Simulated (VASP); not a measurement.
Input of a VASP 6.6.1 run:

POSCAR

```
Fe
1.0
    0.0000000000      1.7506080061      1.7506080061
    1.7506080061      0.0000000000      1.7506080061
    1.7506080061      1.7506080061      0.0000000000
Fe
1
Direct
    0.0000000000      0.0000000000      0.0000000000
```

File INCAR.step1:

```
SYSTEM = Fe
PREC = Accurate
ENCUT = 520
ISMEAR = -1
SIGMA = 0.1
LREAL = .FALSE.
LASPH = .TRUE.
NELM = 60
NBANDS = 10
GGA = PE
ALGO = Normal
EDIFF = 1E-4
LWAVE = .TRUE.
LCHARG = .FALSE.
```

File INCAR.step2:

```
SYSTEM = Fe
PREC = Accurate
ENCUT = 520
EDIFF = 1E-7
ISMEAR = -1
SIGMA = 0.1
LREAL = .FALSE.
LASPH = .TRUE.
NELM = 60
ALGO = Normal
ISIF = 2
LWAVE = .FALSE.
LCHARG = .FALSE.
METAGGA = R2SCAN
LMIXTAU = .TRUE.
NBANDS = 10
ISTART = 1
```

Contents of KPOINTS:

```
Automatic mesh
0
G
  18 18 18
  0 0 0
```

Potentials or basis: VASP PAW PBE potentials, release 64 (Fe).

The run is started by

```console
$ cat potpaw_PBE.64/Fe/POTCAR > POTCAR
$ cp INCAR.step1 INCAR
$ mpirun -np 1 vasp_std > vasp.out
$ cp INCAR.step2 INCAR
$ mpirun -np 1 vasp_std > vasp.out
```

**Question.** Estimate the band gap on the k mesh.

**Answer.** Zero (band 4 reaches 7.36 eV, above the bottom of band 5 at 5.45 eV).

**Question.** What does it give for the pressure?

**Answer.** -19.7 GPa.

Caveat: the PAW data sets were made with another functional, which shifts forces and pressure a little; the run has no spin polarisation, though such a crystal can be magnetic. Spin polarisation is off, so any magnetic state and its effect on volume and gap are missing.
